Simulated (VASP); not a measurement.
# Zr3Si (P6_3/mmc) in VASP: single point with r2SCAN

Aim: the single point of Zr3Si with r2SCAN.

Program: VASP 6.6.1. These are calculated values, not measurements. Logs are shortened: lines on timing, memory, paths and dates and some standing lists are left out, and cuts for length are marked.

### Step 1. The cell of the first run

It takes space group P6_3/mmc (No. 194, hexagonal). Conventional cell: a = 6.085 Å, b = 6.085 Å, c = 5.392 Å, α = 90.00°, β = 90.00°, γ = 120.00°. Within 3.6 Å of Zr (site symmetry mm2) lie 8 Zr at 2.73 to 3.35 Å and 4 Si at 3.05 to 3.12 Å. Si (site symmetry -6m2) has 12 Zr at 3.05 to 3.12 Å within 4.0 Å.

### Step 2. Single point, r2SCAN (strained)

The input, POSCAR:

```
Zr3Si
1.0
    6.0852677561      0.0000000000      0.0000000000
   -3.0426338780      5.2699964656      0.0000000000
    0.0000000000      0.0000000000      5.3923855385
Zr Si
6 2
Direct
    0.3672648089      0.1836324045      0.7500000000
    0.8163675955      0.1836324045      0.7500000000
    0.8163675955      0.6327351911      0.7500000000
    0.6327351911      0.8163675955      0.2500000000
    0.1836324045      0.8163675955      0.2500000000
    0.1836324045      0.3672648089      0.2500000000
    0.6666666667      0.3333333333      0.2500000000
    0.3333333333      0.6666666667      0.7500000000
```

The input, INCAR.step1:

```
SYSTEM = Zr3Si
  ALGO = Normal
  EDIFF = 1E-4
  ENCUT = 520
  GGA = PE
  ISMEAR = 0
  LASPH = .TRUE.
  LCHARG = .FALSE.
  LREAL = .FALSE.
  LWAVE = .TRUE.
  NBANDS = 50
  NELM = 100
  PREC = Accurate
  SIGMA = 0.1
```

The input, INCAR.step2:

```
SYSTEM = Zr3Si
  ALGO = Normal
  EDIFF = 1E-6
  ENCUT = 520
  ISIF = 2
  ISMEAR = 0
  ISTART = 1
  LASPH = .TRUE.
  LCHARG = .FALSE.
  LMIXTAU = .TRUE.
  LREAL = .FALSE.
  LWAVE = .FALSE.
  METAGGA = R2SCAN
  NBANDS = 50
  NELM = 100
  PREC = Accurate
  SIGMA = 0.1
```

The input, KPOINTS:

```
k-points
0
G
  6 6 8
  0 0 0
```

Potentials or basis: VASP PAW PBE potentials, release 64 (Zr_sv, Si).

On the command line:

```sh
$ cat potpaw_PBE.64/Zr_sv/POTCAR potpaw_PBE.64/Si/POTCAR > POTCAR
$ cp INCAR.step1 INCAR
$ mpirun -np 1 vasp_std > vasp.out
$ cp INCAR.step2 INCAR
$ mpirun -np 1 vasp_std > vasp.out
```

OUTCAR:

```text
SYSTEM = Zr3Si
   EDIFF = 1E-6
   ENCUT = 520
   ISIF = 2
   ISMEAR = 0
   ISTART = 1
   LASPH = .TRUE.
   LREAL = .FALSE.
   METAGGA = R2SCAN
   NELM = 100
   PREC = Accurate

 ion  position               nearest neighbor table
   1  0.367  0.184  0.750-   2 2.73   3 2.73   8 3.05   8 3.05   7 3.12   7 3.12   6 3.32   6 3.32
                             5 3.32   5 3.32   2 3.35   3 3.35
   2  0.816  0.184  0.750-   3 2.73   1 2.73   8 3.05   8 3.05   7 3.12   7 3.12   4 3.32   4 3.32
                             6 3.32   6 3.32   3 3.35   1 3.35
   3  0.816  0.633  0.750-   2 2.73   1 2.73   8 3.05   8 3.05   7 3.12   7 3.12   4 3.32   4 3.32
                             5 3.32   5 3.32   2 3.35   1 3.35
   4  0.633  0.816  0.250-   5 2.73   6 2.73   7 3.05   7 3.05   8 3.12   8 3.12   3 3.32   3 3.32
                             2 3.32   2 3.32   5 3.35   6 3.35
   5  0.184  0.816  0.250-   6 2.73   4 2.73   7 3.05   7 3.05   8 3.12   8 3.12   1 3.32   1 3.32
                             3 3.32   3 3.32   6 3.35   4 3.35
   6  0.184  0.367  0.250-   5 2.73   4 2.73   7 3.05   7 3.05   8 3.12   8 3.12   1 3.32   1 3.32
                             2 3.32   2 3.32   5 3.35   4 3.35
   7  0.667  0.333  0.250-   4 3.05   4 3.05   6 3.05   6 3.05   5 3.05   5 3.05   2 3.12   2 3.12
                             3 3.12   3 3.12   1 3.12   1 3.12
   8  0.333  0.667  0.750-   1 3.05   1 3.05   3 3.05   3 3.05   2 3.05   2 3.05   5 3.12   5 3.12
                             6 3.12   6 3.12   4 3.12   4 3.12

  LATTYP: Found a hexagonal cell.
 ALAT       =     6.0852677561
 C/A-ratio  =     0.8861377600

  Lattice vectors:

 A1 = (   6.0852677561,   0.0000000000,   0.0000000000)
 A2 = (  -3.0426338780,   5.2699964656,   0.0000000000)
 A3 = (   0.0000000000,   0.0000000000,   5.3923855385)

Analysis of symmetry for initial positions (statically):
=====================================================================
 Subroutine PRICEL returns:
 Original cell was already a primitive cell.

 Routine SETGRP: Setting up the symmetry group for a
 hexagonal supercell.

 Subroutine GETGRP returns: Found 24 space group operations
 (whereof 12 operations were pure point group operations)
 out of a pool of 24 trial point group operations.

The static configuration has the point symmetry D_3d.
 The point group associated with its full space group is D_6h.

Analysis of symmetry for dynamics (positions and initial velocities):
=====================================================================
 Subroutine PRICEL returns:
 Original cell was already a primitive cell.

[... 127 lines left out ...]
   ISYM   =      2    0-nonsym 1-usesym 2-fastsym
   POTIM  = 0.5000    time-step for ionic-motion
   TEBEG  =    0.0;   TEEND  =   0.0 temperature during run
   PSTRESS=    0.0 pullay stress
   NELECT =      80.0000    total number of electrons
   NUPDOWN=      -1.0000    fix difference up-down
   EMIN   =  10.00;   EMAX   =-10.00  energy-range for DOS
   EFERMI =   0.00;   METHOD = LEGACY
   ISMEAR =     0;   SIGMA  =   0.10  broadening in eV -4-tet -1-fermi 0-gaus
   EFERMI_NEDOS =   21; number of points for ismear=-14 and -15
   IALGO  =     38    algorithm
   IMIX   =      4    mixing-type and parameters
     AMIX     =   0.40;   BMIX     =  1.00
     AMIX_MAG =   1.60;   BMIX_MAG =  1.00
  volume/ion in A,a.u.               =      21.62       145.87
  Fermi-wavevector in a.u.,A,eV,Ry     =   1.266138  2.392655 21.811587  1.603106
  Thomas-Fermi vector in A             =   2.399355
   LORBIT       =      0    0 simple, 1 ext, 2 COOP (PROOUT), +10 PAW based schemes
   METAGGA = R2SCAN    functional components
   LHFCALC =     F    Hartree Fock is set to
   AEXX    =    0.0000 exact exchange contribution
   IVDW    =     0    specifies the selected vdW correction
   LEPSILON=     F    determine dielectric tensor
   LRPA    =     F    only Hartree local field effects (RPA)
 non-spin polarized calculation
 Gauss-broadening in eV      SIGMA  =   0.10
  energy-cutoff  :      520.00
  volume of cell :      172.93
 maximum number of plane-waves:      4694
 NGX is ok and might be reduce to    48
   NGX = 23   NGY = 23   NGZ = 21

 number of electron      79.9999999 magnetization

 Free energy of the ion-electron system (eV)
  ---------------------------------------------------
  ext. energy  EPLUGINS =         0.00000000
  ---------------------------------------------------
  free energy    TOTEN  =      -155.45409413 eV

  energy without entropy =     -155.41881039  energy(sigma->0) =     -155.43645226

 E-fermi :   8.8577     XC(G=0): -11.7648

 val. band max:        8.8574658583   @ k =   0.3333   0.3333   0.2500
 cond. band min:       8.8587904952   @ k =   0.0000   0.0000   0.3750
 fundamental gap:      0.0013246368
 Fermi energy:         8.8577254510

 k-point     1 :       0.0000    0.0000    0.0000
  band No.  band energies     occupation
      1     -41.7426      2.00000
      2     -41.6762      2.00000
      3     -41.4804      2.00000
      4     -41.4804      2.00000
      5     -41.4499      2.00000
      6     -41.4499      2.00000
[... 1261 lines left out ...]
     49      11.1006      0.00000
     50      11.3343      0.00000

 [... further k-points ...]

------------------------ aborting loop because EDIFF is reached ----------------------------------------

  FORCE on cell =-STRESS in cart. coord.  units (eV):
  Direction    XX          YY          ZZ          XY          YZ          ZX
  --------------------------------------------------------------------------------------
  -------------------------------------------------------------------------------------
  Total       -1.3581462     -1.3581462    -17.7077797     -0.0000000      0.0000000     -0.0000000
  in kB      -12.5830564    -12.5830564   -164.0603907     -0.0000000      0.0000000     -0.0000000
  external PRESSURE =     -63.0755012 kB  Pullay stress =       0.0000000 kB

 VOLUME and BASIS-vectors are now :
 -----------------------------------------------------------------------------
  energy-cutoff  :      520.00
  volume of cell :      172.93
      direct lattice vectors                 reciprocal lattice vectors
     6.085267756  0.000000000  0.000000000     0.164331306  0.094876724  0.000000000
    -3.042633878  5.269996466  0.000000000     0.000000000  0.189753448  0.000000000
     0.000000000  0.000000000  5.392385539     0.000000000  0.000000000  0.185446681

 POSITION                                       TOTAL-FORCE (eV/Angst)
 -----------------------------------------------------------------------------------
      1.67618      0.96774      4.04429        -1.854963     -1.070963      0.000000
      4.40909      0.96774      4.04429         1.854963     -1.070963     -0.000000
      3.04263      3.33451      4.04429         0.000000      2.141927      0.000000
      1.36646      4.30225      1.34810         1.854963      1.070963     -0.000000
     -1.36646      4.30225      1.34810        -1.854963      1.070963     -0.000000
      0.00000      1.93548      1.34810        -0.000000     -2.141927      0.000000
      3.04263      1.75667      1.34810        -0.000000      0.000000      0.000000
     -0.00000      3.51333      4.04429        -0.000000     -0.000000      0.000000
 -----------------------------------------------------------------------------------
    total drift:                               -0.000001      0.000001     -0.000000

  FREE ENERGIE OF THE ION-ELECTRON SYSTEM (eV)
  ---------------------------------------------------
  free  energy   TOTEN  =      -155.4540941282 eV

  energy  without entropy=     -155.4188103863  energy(sigma->0) =     -155.43645226
```

OUTCAR.step1:

```text
SYSTEM = Zr3Si
   EDIFF = 1E-4
   ENCUT = 520
   GGA = PE
   ISMEAR = 0
[... 1528 lines left out ...]
     -1.36646      4.30225      1.34810        -1.823088      1.052560      0.000000
      0.00000      1.93548      1.34810        -0.000000     -2.105121      0.000000
      3.04263      1.75667      1.34810         0.000000      0.000000     -0.000000
     -0.00000      3.51333      4.04429         0.000000      0.000000     -0.000000
 -----------------------------------------------------------------------------------
    total drift:                               -0.000001      0.000001     -0.000000

  FREE ENERGIE OF THE ION-ELECTRON SYSTEM (eV)
  ---------------------------------------------------
  free  energy   TOTEN  =       -63.3900420193 eV

  energy  without entropy=      -63.3505982549  energy(sigma->0) =      -63.37032014
```

OSZICAR.step1:

```text
N       E                     dE             d eps       ncg     rms          rms(c)
DAV:   1     0.811543535176E+03    0.81154E+03   -0.41158E+04  3500   0.157E+03
DAV:   2     0.100264637780E+02   -0.80152E+03   -0.77755E+03  3904   0.459E+02
DAV:   3    -0.592782858893E+02   -0.69305E+02   -0.66936E+02  5478   0.998E+01
DAV:   4    -0.657053948230E+02   -0.64271E+01   -0.63441E+01  5312   0.270E+01
DAV:   5    -0.661852773466E+02   -0.47988E+00   -0.47935E+00  4992   0.577E+00    0.276E+01
DAV:   6    -0.635825634354E+02    0.26027E+01   -0.74709E+00  3944   0.111E+01    0.111E+01
DAV:   7    -0.633948964603E+02    0.18767E+00   -0.20770E+00  5272   0.547E+00    0.265E+00
DAV:   8    -0.633877210305E+02    0.71754E-02   -0.24420E-01  4468   0.165E+00    0.109E+00
DAV:   9    -0.633894727356E+02   -0.17517E-02   -0.26943E-02  4568   0.696E-01    0.431E-01
DAV:  10    -0.633899583414E+02   -0.48561E-03   -0.50286E-03  4918   0.356E-01    0.902E-02
DAV:  11    -0.633900420193E+02   -0.83678E-04   -0.34189E-04  3328   0.916E-02
   1 F= -.63390042E+02 E0= -.63370320E+02  d E =-.394438E-01
```

Run time: 9.2 min. Hardware: 1 thread of Intel Xeon 6975P-C (Granite Rapids), shared host; peak memory 0.45 GiB.

Results:

```
Free energy            : -155.4541 eV
Pressure               : -6.3 GPa
Largest force          : 2.142 eV/Å
Band gap on the k mesh : zero (bands 40 and 41 overlap by 0.18 eV)
```

Forces on the atoms (eV/Å):
```
Zr  -1.855 -1.071  0.000
Zr   1.855 -1.071  0.000
Zr   0.000  2.142  0.000
Zr   1.855  1.071  0.000
Zr  -1.855  1.071  0.000
Zr   0.000 -2.142  0.000
Si   0.000  0.000  0.000
Si   0.000  0.000  0.000
```

Levels at points of the mesh, in eV from the Fermi level:
```tsv
k point	band 37	band 38	band 39	band 40	band 41	band 42	band 43	band 44
(0.00, 0.00, 0.00)	-1.62	-1.62	-1.09	0.05	0.05	0.25	0.63	0.63
(0.50, 0.00, 0.00)	-0.87	-0.35	-0.26	-0.15	0.01	0.46	1.00	1.26
(0.00, 0.00, 0.50)	-1.74	-1.74	-1.10	-1.10	0.02	0.02	0.02	0.02
(0.50, 0.00, 0.50)	-0.24	-0.24	-0.17	-0.17	0.24	0.24	0.71	0.71
```

Caveat: the cell differs from its parent crystal (strained); the stress differs along the axes, from -16 to -1 GPa; the PAW data sets were made with another functional, which shifts forces and pressure a little.
